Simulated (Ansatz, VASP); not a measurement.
# One calculation of Ca, two programs

```
CELL_PARAMETERS angstrom
1.98433 -3.41798 0.00000
1.98433 3.41798 0.00000
0.00000 0.00000 6.55222
ATOMIC_POSITIONS crystal
Ca 0.83559 0.16441 0.25000
Ca 0.16441 0.83559 0.75000
```

Change from the starting cell: volume scaled by 1.02.

Alike in both runs: task single point; functional PBEsol; k mesh 11 × 11 × 6; occupations fermi-dirac, width 0.05 eV; no spin polarisation.

```csv
,VASP,Ansatz
version,VASP 6.6.1,Ansatz 0.2.0
potentials or method,"VASP PAW PBE potentials, release 64 (Ca_sv), cutoff 520 eV","all-electron LAPW, scalar-relativistic"
```

Ansatz gave:

- pressure (GPa): -1.4
- traceless stress, the component that is largest in VASP (GPa): 0.17
- rms of the force components (eV/Å): 0.009

Which values does VASP return?

Pressure (GPa): -1.3; traceless stress, the component that is largest in VASP (GPa): 0.17; rms of the force components (eV/Å): 0.009.

VASP's potentials were made for PBE, not for PBEsol. Atom by atom the forces differ by 0.000 eV/Å (rms over components). Ansatz ran all-electron here, and VASP with PAW potentials.
